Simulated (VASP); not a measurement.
Nb:

```
Nb
1.0
    -1.65882    1.65882    1.65882
     1.65882   -1.65882    1.65882
     1.65882    1.65882   -1.65882
Nb
1
Direct
  0.00000 0.00000 0.00000
```

Base run:

* Program: VASP 6.6.1
* Functional: PBE
* Potentials or basis: VASP PAW PBE potentials, release 64 (Nb_sv)
* Cutoff: 520 eV
* k mesh: 10 × 10 × 10
* Occupations: gaussian, width 0.1 eV
* Spin: no spin polarisation
* Hubbard terms: Nb d U = 0.75 eV

Its results: band gap on the k mesh zero (an odd number of electrons rules out a gap without spin polarisation); pressure 1.0 GPa.

Q: After a change of settings the same cell gave: band gap on the k mesh zero (an odd number of electrons rules out a gap without spin polarisation); pressure -1.1 GPa. Which change was it?
A. hubbard terms from Nb d U = 0.75 eV to none
B. hubbard terms from Nb d U = 0.75 eV to Nb d U = 6.0 eV; further incar settings from ALGO = Normal; EDIFF = 1e-07; NBANDS = 12 to ALGO = Normal; EDIFF = 1e-06; NBANDS = 12
C. occupations from gaussian, width 0.1 eV to tetrahedron; hubbard terms from Nb d U = 0.75 eV to Nb d U = 8.3 eV

A: A.

Caveats: U without spin polarisation on a metal has little footing (at least some runs); the U is typed as a test and isn't derived for this compound (at least some runs).
